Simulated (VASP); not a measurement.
# BiS7 (R-3) in VASP: single point with PBE

Aim: the single point of BiS7 with PBE.

Program: VASP 6.6.1. These are calculated values, not measurements. Logs are shortened: lines on timing, memory, paths and dates and some standing lists are left out, and cuts for length are marked.

### Step 1. The cell of the first run

Symmetry: R-3, No. 148, trigonal system. Conventional cell: a = 7.045 Å, b = 7.045 Å, c = 14.367 Å, α = 90.00°, β = 90.00°, γ = 120.00°. Within 3.8 Å of Bi (site symmetry -3) lie 12 S at 2.82 to 3.71 Å. Within 2.7 Å of S (site symmetry 1) lie 1 S at 2.00 Å. S (site symmetry -3) has 6 S at 2.92 Å within 3.8 Å.

The cell was generated, and may not be a known phase.

### Step 2. Single point, PBE

INCAR

```
SYSTEM = BiS7
PREC = Accurate
ENCUT = 520
EDIFF = 1E-6
ISMEAR = 0
SIGMA = 0.1
LREAL = .FALSE.
LASPH = .TRUE.
NELM = 80
ALGO = Normal
ISIF = 2
LWAVE = .FALSE.
LCHARG = .FALSE.
GGA = PE
NBANDS = 38
```

KPOINTS

```
regular mesh
0
G
  6 6 6
  0 0 0
```

POSCAR

```
BiS7
1.0
    3.5223017586      2.0336018685      4.7889292978
   -3.5223017586      2.0336018685      4.7889292978
    0.0000000000     -4.0672037370      4.7889292978
Bi S
1 7
Direct
    0.5000000000      0.5000000000      0.5000000000
    0.0289424148      0.6583511934      0.4612106681
    0.4612106681      0.0289424148      0.6583511934
    0.6583511934      0.4612106681      0.0289424148
    0.9710575852      0.3416488066      0.5387893319
    0.5387893319      0.9710575852      0.3416488066
    0.3416488066      0.5387893319      0.9710575852
    0.0000000000      0.0000000000      0.0000000000
```

Potentials or basis: VASP PAW PBE potentials, release 64 (Bi_d, S).

Started as:

```
$ cat potpaw_PBE.64/Bi_d/POTCAR potpaw_PBE.64/S/POTCAR > POTCAR
$ mpirun -np 1 vasp_std > vasp.out
```

OUTCAR:

```text
SYSTEM = BiS7
   PREC = Accurate
   ENCUT = 520
   EDIFF = 1E-6
   ISMEAR = 0
   LREAL = .FALSE.
   LASPH = .TRUE.
   NELM = 80
   ISIF = 2
   GGA = PE

 ion  position               nearest neighbor table
   1  0.500  0.500  0.500-   2 2.82   5 2.82   3 2.82   6 2.82   4 2.82   7 2.82
   2  0.029  0.658  0.461-   5 2.00   1 2.82
   3  0.461  0.029  0.658-   6 2.00   1 2.82
   4  0.658  0.461  0.029-   7 2.00   1 2.82
   5  0.971  0.342  0.539-   2 2.00   1 2.82
   6  0.539  0.971  0.342-   3 2.00   1 2.82
   7  0.342  0.539  0.971-   4 2.00   1 2.82
   8  0.000  0.000  0.000-

  LATTYP: Found a trigonal (rhomboedric) cell.
 ALAT       =     6.2829921262
 COS(alpha) =     0.3714351604

  Lattice vectors:

 A1 = (   3.5223017586,   2.0336018685,   4.7889292978)
 A2 = (  -3.5223017586,   2.0336018685,   4.7889292978)
 A3 = (   0.0000000000,  -4.0672037370,   4.7889292978)

Analysis of symmetry for initial positions (statically):
=====================================================================
 Subroutine PRICEL returns:
 Original cell was already a primitive cell.

 Routine SETGRP: Setting up the symmetry group for a
 trigonal (rhombohedral) supercell.

 Subroutine GETGRP returns: Found  6 space group operations
 (whereof  6 operations were pure point group operations)
 out of a pool of 12 trial point group operations.

The static configuration has the point symmetry S_6 .

Analysis of symmetry for dynamics (positions and initial velocities):
=====================================================================
 Subroutine PRICEL returns:
 Original cell was already a primitive cell.

 Routine SETGRP: Setting up the symmetry group for a
 trigonal (rhombohedral) supercell.

 Subroutine GETGRP returns: Found  6 space group operations
 (whereof  6 operations were pure point group operations)
 out of a pool of 12 trial point group operations.

The dynamic configuration has the point symmetry S_6 .

 Subroutine INISYM returns: Found  6 space group operations
 (whereof  6 operations are pure point group operations),
 and found     1 'primitive' translations

----------------------------------------------------------------------------------------

                                     Primitive cell

  volume of cell :     205.8174

  direct lattice vectors                    reciprocal lattice vectors
     3.522301759  2.033601868  4.788929298     0.141952630  0.081956389  0.069604981
    -3.522301759  2.033601868  4.788929298    -0.141952630  0.081956389  0.069604981
     0.000000000 -4.067203737  4.788929298     0.000000000 -0.163912779  0.069604981

  length of vectors
     6.282992126  6.282992126  6.282992126     0.178079343  0.178079343  0.178079343

  position of ions in fractional coordinates (direct lattice)
     0.500000000  0.500000000  0.500000000
     0.028942415  0.658351193  0.461210668
     0.461210668  0.028942415  0.658351193
     0.658351193  0.461210668  0.028942415
     0.971057585  0.341648807  0.538789332
     0.538789332  0.971057585  0.341648807
     0.341648807  0.538789332  0.971057585
     0.000000000  0.000000000  0.000000000

  ion indices of the primitive-cell ions
   primitive index   ion index
                 1           1
                 2           2
                 3           3
                 4           4
                 5           5
                 6           6
                 7           7
                 8           8

----------------------------------------------------------------------------------------

 KPOINTS: regular mesh

Automatic generation of k-mesh.
 Grid dimensions read from file:
 generate k-points for:    6    6    6

 Generating k-lattice:

  Cartesian coordinates                     Fractional coordinates (reciprocal lattice)
     0.023658772  0.013659398  0.011600830     0.166666667 -0.000000000  0.000000000
    -0.023658772  0.013659398  0.011600830    -0.000000000  0.166666667  0.000000000
     0.000000000 -0.027318796  0.011600830     0.000000000  0.000000000  0.166666667

  Length of vectors
     0.029679891  0.029679891  0.029679891

  Shift w.r.t. Gamma in fractional coordinates (k-lattice)
     0.000000000  0.000000000  0.000000000

 Subroutine IBZKPT returns following result:
 ===========================================

 Found     40 irreducible k-points:

 Following reciprocal coordinates:
            Coordinates               Weight
  0.000000  0.000000  0.000000      1.000000
  0.166667 -0.000000  0.000000      6.000000
  0.333333  0.000000  0.000000      6.000000
  0.500000  0.000000  0.000000      3.000000
  0.166667  0.166667  0.000000      6.000000
  0.333333  0.166667  0.000000      6.000000
[... 16 lines left out ...]
  0.333333  0.333333  0.166667      6.000000
  0.500000  0.333333  0.166667      6.000000
 [... further k-points ...]
   k-points           NKPTS =     40   k-points in BZ     NKDIM =     40   number of bands    NBANDS=     38
   number of dos      NEDOS =    301   number of ions     NIONS =      8
   total plane-waves  NPLWV = 110592
   dimension x,y,z NGX =    48 NGY =   48 NGZ =   48
   dimension x,y,z NGXF=    96 NGYF=   96 NGZF=   96
   ions per type =               1   7
   NGX,Y,Z   is equivalent  to a cutoff of  12.70, 12.70, 12.70 a.u.
   NGXF,Y,Z  is equivalent  to a cutoff of  25.40, 25.40, 25.40 a.u.
 SYSTEM =  BiS7
   PREC   = accura    normal or accurate (medium, high low for compatibility)
   ISTART =      0    job   : 0-new  1-cont  2-samecut
   ICHARG =      2    charge: 1-file 2-atom 10-const
   ISPIN  =      1    spin polarized calculation?
   LNONCOLLINEAR =      F non collinear calculations
   LSORBIT =      F    spin-orbit coupling
   LASPH  =      T    aspherical Exc in radial PAW
   ENCUT  =  520.0 eV  38.22 Ry    6.18 a.u.  11.68 11.68 11.68*2*pi/ulx,y,z
   NELM   =     80;   NELMIN=  2; NELMDL= -5     # of ELM steps
   EDIFF  = 0.1E-05   stopping-criterion for ELM
   LREAL  =      F    real-space projection
   EDIFFG = 0.1E-04   stopping-criterion for IOM
   NSW    =      0    number of steps for IOM
   IBRION =     -1    ionic relax: 0-MD 1-quasi-New 2-CG
   NFREE  =      0    steps in history (QN), initial steepest desc. (CG)
   ISIF   =      2    stress and relaxation
   ISYM   =      2    0-nonsym 1-usesym 2-fastsym
   POTIM  = 0.5000    time-step for ionic-motion
   TEBEG  =    0.0;   TEEND  =   0.0 temperature during run
   PSTRESS=    0.0 pullay stress
   NELECT =      57.0000    total number of electrons
   NUPDOWN=      -1.0000    fix difference up-down
   EMIN   =  10.00;   EMAX   =-10.00  energy-range for DOS
   EFERMI =   0.00;   METHOD = LEGACY
   ISMEAR =     0;   SIGMA  =   0.10  broadening in eV -4-tet -1-fermi 0-gaus
   EFERMI_NEDOS =   21; number of points for ismear=-14 and -15
   IALGO  =     38    algorithm
   IMIX   =      4    mixing-type and parameters
     AMIX     =   0.40;   BMIX     =  1.00
     AMIX_MAG =   1.60;   BMIX_MAG =  1.00
  volume/ion in A,a.u.               =      25.73       173.62
  Fermi-wavevector in a.u.,A,eV,Ry     =   1.067101  2.016529 15.493030  1.138706
  Thomas-Fermi vector in A             =   2.202707
   LORBIT       =      0    0 simple, 1 ext, 2 COOP (PROOUT), +10 PAW based schemes
   GGA     = PE    functional components
   LHFCALC =     F    Hartree Fock is set to
   AEXX    =    0.0000 exact exchange contribution
   IVDW    =     0    specifies the selected vdW correction
   LEPSILON=     F    determine dielectric tensor
   LRPA    =     F    only Hartree local field effects (RPA)
 non-spin polarized calculation
 Gauss-broadening in eV      SIGMA  =   0.10
  energy-cutoff  :      520.00
  volume of cell :      205.82
 maximum number of plane-waves:      5568
   NGX = 23   NGY = 23   NGZ = 23

 number of electron      56.9999999 magnetization

 Free energy of the ion-electron system (eV)
  ---------------------------------------------------
  ext. energy  EPLUGINS =         0.00000000
  ---------------------------------------------------
  free energy    TOTEN  =       -30.16478976 eV

  energy without entropy =      -30.14205112  energy(sigma->0) =      -30.15342044

 E-fermi :   3.4952     XC(G=0):  -8.7116

 val. band max:        3.4752297758   @ k =   0.5000   0.1667   0.0000
 cond. band min:       3.4952897181   @ k =  -0.3333   0.1667   0.0000
 fundamental gap:      0.0200599423
 Fermi energy:         3.4952026808

 k-point     1 :       0.0000    0.0000    0.0000
  band No.  band energies     occupation
      1     -19.6765      2.00000
      2     -19.6765      2.00000
      3     -19.6561      2.00000
      4     -19.6561      2.00000
      5     -19.6472      2.00000
      6     -12.4913      2.00000
[... 30 lines left out ...]
     37       7.7888      0.00000
     38       9.3519      0.00000

 k-point     2 :       0.1667   -0.0000    0.0000
  band No.  band energies     occupation
      1     -19.6765      2.00000
      2     -19.6761      2.00000
      3     -19.6561      2.00000
      4     -19.6560      2.00000
      5     -19.6472      2.00000
      6     -12.4366      2.00000
[... 30 lines left out ...]
     37       7.7042      0.00000
     38       9.4889      0.00000

 k-point     3 :       0.3333    0.0000    0.0000
  band No.  band energies     occupation
      1     -19.6765      2.00000
      2     -19.6755      2.00000
      3     -19.6561      2.00000
      4     -19.6557      2.00000
      5     -19.6471      2.00000
      6     -12.2911      2.00000
[... 30 lines left out ...]
     37       7.5669      0.00000
     38       9.5242      0.00000

 k-point     4 :       0.5000    0.0000    0.0000
  band No.  band energies     occupation
      1     -19.6765      2.00000
      2     -19.6751      2.00000
      3     -19.6562      2.00000
      4     -19.6556      2.00000
      5     -19.6471      2.00000
      6     -12.1687      2.00000
[... 30 lines left out ...]
     37       7.5227      0.00000
     38       9.4644      0.00000
[... 703 lines left out ...]
      4     -19.6559      2.00000
      5     -19.6471      2.00000
      6     -12.3020      2.00000
[... 30 lines left out ...]
     37       7.4233      0.00000
     38       9.1298      0.00000

 k-point    23 :       0.3333    0.3333    0.1667
  band No.  band energies     occupation
      1     -19.6756      2.00000
      2     -19.6749      2.00000
      3     -19.6559      2.00000
      4     -19.6555      2.00000
      5     -19.6470      2.00000
      6     -12.3022      2.00000
[... 30 lines left out ...]
     37       7.2487      0.00000
     38       9.4510      0.00000

 k-point    24 :       0.5000    0.3333    0.1667
  band No.  band energies     occupation
      1     -19.6755      2.00000
      2     -19.6746      2.00000
      3     -19.6559      2.00000
      4     -19.6554      2.00000
      5     -19.6470      2.00000
      6     -12.1780      2.00000
[... 30 lines left out ...]
     37       7.1627      0.00000
     38       9.3008      0.00000

 [... further k-points ...]
[... 5 lines left out ...]
  --------------------------------------------------------------------------------------
  -------------------------------------------------------------------------------------
  Total       -0.2750678     -0.2750678     -0.5467202     -0.0000015      0.0000000      0.0000000
  in kB       -2.1412540     -2.1412540     -4.2559207     -0.0000115      0.0000000      0.0000000
  external PRESSURE =      -2.8461429 kB  Pullay stress =       0.0000000 kB

 VOLUME and BASIS-vectors are now :
 -----------------------------------------------------------------------------
  energy-cutoff  :      520.00
  volume of cell :      205.82
      direct lattice vectors                 reciprocal lattice vectors
     3.522301759  2.033601868  4.788929298     0.141952630  0.081956389  0.069604981
    -3.522301759  2.033601868  4.788929298    -0.141952630  0.081956389  0.069604981
     0.000000000 -4.067203737  4.788929298     0.000000000 -0.163912779  0.069604981

 POSITION                                       TOTAL-FORCE (eV/Angst)
 -----------------------------------------------------------------------------------
      0.00000      0.00000      7.18339        -0.000000      0.000000      0.000000
     -2.21697     -0.47816      5.50011         0.071195     -0.090143     -0.109179
      1.52258     -1.68087      5.50011         0.042469      0.106729     -0.109179
      0.69439      2.15903      5.50011        -0.113664     -0.016585     -0.109179
      2.21697      0.47816      8.86668        -0.071195      0.090143      0.109179
     -1.52258      1.68087      8.86668        -0.042469     -0.106729      0.109179
     -0.69439     -2.15903      8.86668         0.113664      0.016585      0.109179
      0.00000      0.00000      0.00000         0.000000      0.000000      0.000000
 -----------------------------------------------------------------------------------
    total drift:                                0.000000      0.000000     -0.000000

  FREE ENERGIE OF THE ION-ELECTRON SYSTEM (eV)
  ---------------------------------------------------
  free  energy   TOTEN  =       -30.1647897574 eV

  energy  without entropy=      -30.1420511230  energy(sigma->0) =      -30.15342044
```

It took 8.8 min on 1 thread of Intel Xeon 8259CL, shared host; peak memory 0.44 GiB.

What came out:

```
Free energy            : -30.1648 eV
Pressure               : -0.3 GPa
Largest force          : 0.158 eV/Å
Band gap on the k mesh : zero (an odd number of electrons rules out a gap without spin polarisation)
```

Forces on the atoms (eV/Å):
```
Bi   0.000  0.000  0.000
S    0.071 -0.090 -0.109
S    0.042  0.107 -0.109
S   -0.114 -0.017 -0.109
S   -0.071  0.090  0.109
S   -0.042 -0.107  0.109
S    0.114  0.017  0.109
S    0.000  0.000  0.000
```

Caveat: spin-orbit coupling is left out, which moves the levels of the heavy elements.

The gap in the log of VASP goes by the Fermi energy; the results here count the filled bands.